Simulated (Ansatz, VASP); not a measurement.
Two plane-wave programs on Nb

```
Nb
1.0
    -1.63620    1.63620    1.63620
     1.63620   -1.63620    1.63620
     1.63620    1.63620   -1.63620
Nb
1
Direct
  0.00000 0.00000 0.00000
```

Alike in both runs: task single point; functional PBEsol; k mesh 6 × 6 × 6; occupations gaussian, width 0.1 eV; no spin polarisation.

|  | VASP | Ansatz |
| --- | --- | --- |
| version | VASP 6.6.1 | Ansatz 0.2.0 |
| potentials or method | VASP PAW PBE potentials, release 64 (Nb_sv), cutoff 500 eV | scalar-relativistic, plane waves, PAW |
| valence electrons in the cell | 13 | 13 |

VASP gave:

| Quantity | Value |
| --- | --- |
| gap on the k mesh at the Fermi level (eV) | none |
| pressure (GPa) | -3.7 |

Task: What did Ansatz give for the same quantities?

Result: gap on the k mesh at the Fermi level (eV): none; pressure (GPa): -3.4.

VASP's potentials were made for PBE, not for PBEsol, and Ansatz warns of the same on its side. A gap of «none» marks a metal or a gap that the smearing closes. With one functional, cell and mesh, what is left measures potentials, basis and numerics.

The k mesh is coarse, so the values compare programs but aren't converged.
